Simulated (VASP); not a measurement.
Input of a VASP 6.6.1 run:

File POSCAR:

```
NiSn3
1.0
    4.4912620975      0.0000000000      0.0000000000
    0.0000000000      4.4912620975      0.0000000000
    0.0000000000      0.0000000000      4.4912620975
Sn Ni
3 1
Direct
    0.0000000000      0.5000000000      0.5000000000
    0.5000000000      0.0000000000      0.5000000000
    0.5000000000      0.5000000000      0.0000000000
    0.0000000000      0.0000000000      0.0000000000
```

Contents of INCAR.step1:

```
PREC = Accurate
ENCUT = 520
ISMEAR = 0
SIGMA = 0.1
LREAL = F
LASPH = T
NELM = 60
NBANDS = 34
GGA = PE
ALGO = Normal
EDIFF = 1E-4
LWAVE = T
LCHARG = F
```

The input INCAR.step2:

```
PREC = Accurate
ENCUT = 520
EDIFF = 1E-7
ISMEAR = 0
SIGMA = 0.1
LREAL = F
LASPH = T
NELM = 60
ALGO = Normal
ISIF = 2
LWAVE = F
LCHARG = F
METAGGA = R2SCAN
LMIXTAU = T
NBANDS = 34
ISTART = 1
```

Contents of KPOINTS:

```
regular mesh
0
Gamma
  10 10 10
```

Potentials or basis: VASP PAW PBE potentials, release 64 (Sn_d, Ni).

Run with:

```sh
$ cat potpaw_PBE.64/Sn_d/POTCAR potpaw_PBE.64/Ni/POTCAR > POTCAR
$ cp INCAR.step1 INCAR
$ mpirun -np 1 vasp_std > vasp.out
$ cp INCAR.step2 INCAR
$ mpirun -np 1 vasp_std > vasp.out
```

Question: Estimate the pressure.

Answer: -2.0 GPa.

Question: What does it give for the band gap on the k mesh?

Answer: Zero (bands 26 and 27 overlap by 1.05 eV).

Caveat: the PAW data sets were made with another functional, which shifts forces and pressure a little; spin-orbit coupling is left out, which moves the levels of the heavy elements. Spin polarisation is off, so any magnetic state and its effect on volume and gap are missing.
